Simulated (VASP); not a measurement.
Ir:

```xyz
1
Lattice="0.0000 1.8568 2.1669 1.8568 0.0000 2.1669 1.8568 1.8568 0.0000" Properties=species:S:1:pos:R:3 pbc="T T T"
Ir    0.0000    0.0000    0.0000
```

This cell differs from its parent crystal: volume 14.942 Å^3 an atom, c/a of the conventional cell 1.1670.

Base run:

| Property | Result |
| --- | --- |
| Program | VASP 6.6.1 |
| Functional | LDA |
| Potentials or basis | VASP PAW LDA potentials, release 64 (Ir) |
| Cutoff | 520 eV |
| k mesh | 22 × 22 × 22 |
| Occupations | gaussian, width 0.15 eV |
| Spin | no spin polarisation |

Its results: pressure -18.1 GPa.

Q: The run is repeated on the same cell with these changes: potentials or basis from VASP PAW LDA potentials, release 64 (Ir) to VASP PAW LDA potentials, release 64 (Ir_sv_GW); cutoff from 520 eV to 500 eV; further incar settings from ALGO = Normal; EDIFF = 1e-06; NBANDS = 10 to ALGO = Normal; EDIFF = 1e-06; NBANDS = 14; valence electrons from 9 to 17. What comes out?

A: Pressure -21.8 GPa.
